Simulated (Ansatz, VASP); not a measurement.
**Be: VASP beside Ansatz**

Contents of POSCAR:

```
Be
1.0
    2.2853000000      0.0000000000      0.0000000000
   -1.1426500000      1.9791278553      0.0000000000
    0.0000000000      0.0000000000      3.5842000000
Be
2
Direct
    0.3333333333      0.6666666667      0.2500000000
    0.6666666667      0.3333333333      0.7500000000
```

The input INCAR.step1:

```
ALGO     = Normal         # electronic algorithm
EDIFF    = 1E-4           # SCF threshold, eV
ENCUT    = 520            # plane-wave cutoff, eV
GGA      = PE             # functional
ISMEAR   = -1             # smearing method
LASPH    = True           # aspherical terms in the spheres
LCHARG   = False          # write CHGCAR
LREAL    = False          # projectors in reciprocal space
LWAVE    = True           # write WAVECAR
NBANDS   = 9              # bands
NELM     = 80             # most SCF steps
PREC     = Accurate       # precision mode
SIGMA    = 0.05           # smearing width, eV
```

File INCAR.step2:

```
ALGO     = Normal         # electronic algorithm
EDIFF    = 1E-8           # SCF threshold, eV
ENCUT    = 520            # plane-wave cutoff, eV
ISIF     = 2              # what is computed and relaxed
ISMEAR   = -1             # smearing method
ISTART   = 1            
LASPH    = True           # aspherical terms in the spheres
LCHARG   = False          # write CHGCAR
LEFG     = True         
LMIXTAU  = True         
LREAL    = False          # projectors in reciprocal space
LWAVE    = False          # write WAVECAR
METAGGA  = R2SCAN         # meta-GGA
NBANDS   = 9              # bands
NELM     = 80             # most SCF steps
PREC     = Accurate       # precision mode
SIGMA    = 0.05           # smearing width, eV
```

File KPOINTS:

```
k-points
0
Gamma
  16 16 9
```

Input for Ansatz:

```yaml
crystal:
  lattice:
    - [2.2853, 0.0, 0.0]
    - [-1.14265, 1.9791278553, 0.0]
    - [0.0, 0.0, 3.5842]
  atoms:
    - { symbol: Be, position: [0.3333333333, 0.6666666667, 0.25] }
    - { symbol: Be, position: [0.6666666667, 0.3333333333, 0.75] }
kpoints:
  mp_grid: { grid: [16, 16, 9] }
scf:
  occupations: { method: fermi_dirac, width: 0.05 }
hamiltonian:
  xc: r2scan
  pseudopotentials: { kind: paw }
output:
  forces: true
  stress: true
  populations: true
  efg: { quadrupole_moments_barn: { Be: 0.05288 }, contact_densities: true }
  write_density: true
  write_potential: true
  elf: true
  volumetric_format: npy
```

Alike in both runs: task electric field gradients; functional r2SCAN; k mesh 16 × 16 × 9; occupations fermi-dirac, width 0.05 eV; no spin polarisation.

```csv
,VASP,Ansatz
version,VASP 6.6.1,Ansatz 0.2.0
potentials or method,"VASP PAW PBE potentials, release 64 (Be)","plane-wave PAW, scalar-relativistic"
plane-wave cutoff (eV),520,500
valence electrons in the cell,4,4
```

```csv
,VASP,Ansatz,Ansatz less VASP
pressure (GPa),-2.7,-2.9,-0.18
"traceless stress, the component that is largest in VASP (GPa)",0.39,0.33,-0.061
size of Vzz on the site where it differs most (V/Å²),0.6,0.3,-0.23
```

VASP's potentials were made for PBE, not for r2SCAN.
